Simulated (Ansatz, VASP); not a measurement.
# Two plane-wave programs on Pt

```
CELL_PARAMETERS angstrom
2.51717 0.00000 0.00000
0.00000 2.51717 0.00000
0.00000 0.00000 2.51717
ATOMIC_POSITIONS crystal
Pt 0.00000 0.00000 0.00000
```

Alike in both runs: task single point; functional PBEsol; k mesh 14 × 14 × 14; occupations fermi-dirac, width 0.1 eV; no spin polarisation.

|  | VASP | Ansatz |
| --- | --- | --- |
| version | VASP 6.6.1 | Ansatz 0.2.0 |
| potentials or method | VASP PAW PBE potentials, release 64 (Pt), cutoff 520 eV | plane waves (420 eV) with PAW, scalar-relativistic |
| valence electrons in the cell | 10 | 18 |

```csv
,VASP,Ansatz,Ansatz less VASP
pressure (GPa),22.0,22.5,+0.50
```

VASP's potentials were made for PBE, not for PBEsol, and Ansatz warns of the same on its side. The functional is the same, so the differences come from potentials, cutoffs and numerics. VASP's potentials hold 10 valence electrons a cell and Ansatz's 18, so a difference there can come from the potentials and not from the codes.

Neither program's run includes spin-orbit coupling.
